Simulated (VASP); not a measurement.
The system is EuS.

```xyz
2
Lattice="4.2122 0.0000 0.0000 2.1061 3.6479 0.0000 2.1061 1.2160 3.4393" Properties=species:S:1:pos:R:3 pbc="T T T"
Eu    0.0000    0.0000    0.0000
S     4.2122    2.4319    1.7196
```

Base run:

```yaml
Program: VASP 6.6.1
Functional: PBE
Potentials_or_basis: VASP PAW PBE potentials, release 64 (Eu, S)
Cutoff: 600 eV
k_mesh: 10 × 10 × 10
Occupations: fermi-dirac, width 0.1 eV
Spin: collinear spin, ferromagnetic start
Starting_moments: "[9.1, 0.0] μB"
Hubbard_terms: Eu f U = 6.0 eV
```

Its results: band gap on the k mesh 0.42 eV (least direct gap 0.70 eV); pressure 1.0 GPa; net moment 7.00 μB per cell; site moments Eu +6.72; S -0.06 μB.

Q: The run is repeated on the same cell with these changes: hubbard terms from Eu f U = 6.0 eV to Eu f U = 1.5 eV. What comes out?

A: Band gap on the k mesh zero (filled and empty bands overlap); pressure -1.7 GPa; net moment 6.98 μB per cell; site moments Eu +6.62; S -0.07 μB.

Caveats: spin-orbit coupling is left out, which moves the levels of the heavy elements; a cell with one magnetic atom can't hold antiferromagnetic order, which such compounds often take.

A k mesh can miss the band edges.
